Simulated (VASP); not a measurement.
NbCd3:

```
Nb Cd
1.0
     4.21500    0.00000    0.00000
     0.00000    4.21500    0.00000
     0.00000    0.00000    4.21500
Nb Cd
1 3
Cartesian
  0.0000 0.0000 0.0000
  0.0000 2.1075 2.1075
  2.1075 0.0000 2.1075
  2.1075 2.1075 0.0000
```

Base run:

- Program: VASP 6.6.1
- Functional: PBE
- Potentials or basis: VASP PAW PBE potentials, release 64 (Nb_sv, Cd)
- Cutoff: 520 eV
- k mesh: 5 × 5 × 5
- Occupations: fermi-dirac, width 0.1 eV
- Spin: no spin polarisation

Its results: band gap on the k mesh zero (an odd number of electrons rules out a gap without spin polarisation); pressure 7.9 GPa.

The run is repeated on the same cell with these changes: functional from PBE to RPBE. What comes out?

Band gap on the k mesh zero (an odd number of electrons rules out a gap without spin polarisation); pressure 11.2 GPa.

RPBE binds less tightly than PBE, so the same cell stands under more pressure.

Caveats: the cell stands under pressure; the PAW data sets were made with another functional, which shifts forces and pressure a little (at least some runs).
